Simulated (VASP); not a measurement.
Wanted: the native input for a VASP 6.6.1 run.

* Task: relaxation of cell and atoms
* Functional: r2SCAN
* Potentials or basis: VASP PAW PBE potentials, release 64 (Sn_d, Te)
* Cutoff: 600 eV
* k mesh: 6 × 6 × 6
* Occupations: fermi-dirac, width 0.02 eV
* Spin: no spin polarisation
* Dipole correction: no
* Further INCAR settings: ALGO = Normal; EDIFF = 1e-06; IBRION = 2; EDIFFG = -0.005; NSW = 80; ISIF = 3

Crystal: SnTe.

```
Sn Te
1.0
     0.00000    3.20534    3.20534
     3.20534    0.00000    3.20534
     3.20534    3.20534    0.00000
Sn Te
1 1
Direct
  0.00000 0.00000 0.00000
  0.50000 0.50000 0.50000
```

One way to write it, as run:

POSCAR

```
SnTe
1.0
    0.0000000000      3.2053449693      3.2053449693
    3.2053449693      0.0000000000      3.2053449693
    3.2053449693      3.2053449693      0.0000000000
Sn Te
1 1
Direct
    0.0000000000      0.0000000000      0.0000000000
    0.5000000000      0.5000000000      0.5000000000
```

INCAR.step1

```
PREC = Accurate ; ENCUT = 600
ISMEAR = -1 ; SIGMA = 0.02
LREAL = F ; LASPH = T
NELM = 100 ; GGA = PE
ALGO = Normal ; EDIFF = 1E-4
LWAVE = T ; LCHARG = F
```

INCAR.step2

```
PREC = Accurate ; ENCUT = 600
EDIFF = 1E-6 ; ISMEAR = -1
SIGMA = 0.02 ; LREAL = F
LASPH = T ; NELM = 100
ALGO = Normal ; ISIF = 3
LWAVE = F ; LCHARG = F
METAGGA = R2SCAN ; LMIXTAU = T
IBRION = 2 ; NSW = 80
EDIFFG = -0.005 ; ISTART = 1
```

KPOINTS

```
regular mesh
0
Gamma
  6 6 6
```

Potentials or basis: VASP PAW PBE potentials, release 64 (Sn_d, Te).

The run is started by

```console
$ cat potpaw_PBE.64/Sn_d/POTCAR potpaw_PBE.64/Te/POTCAR > POTCAR
$ cp INCAR.step1 INCAR
$ mpirun -np 1 vasp_std > vasp.out
$ cp INCAR.step2 INCAR
$ mpirun -np 1 vasp_std > vasp.out
```

It gave:

```json
{
 "Relaxed volume": "32.45 Å³/atom",
 "Relaxed cell": "a = 4.511 Å, b = 4.511 Å, c = 4.511 Å, α = 60.00°, β = 60.00°, γ = 60.00°",
 "Space group after relaxing (to 0.1 Å)": "Fm-3m (No. 225)",
 "Energy gained by relaxing": "1.0 meV/atom",
 "Ionic steps": "3",
 "Pressure after relaxing": "0.0 GPa",
 "Band gap on the k mesh": "0.14 eV"
}
```

Caveat: semilocal functionals underestimate gaps, and a narrow one can read as zero; the PAW data sets were made with another functional, which shifts forces and pressure a little; spin-orbit coupling is left out, which moves the levels of the heavy elements.

Wall time 2.1 min on 1 thread of Intel(R) Xeon(R) Platinum 8375C CPU @ 2.90GHz (Ice Lake), with other jobs on the host, peak memory 0.23 GiB.
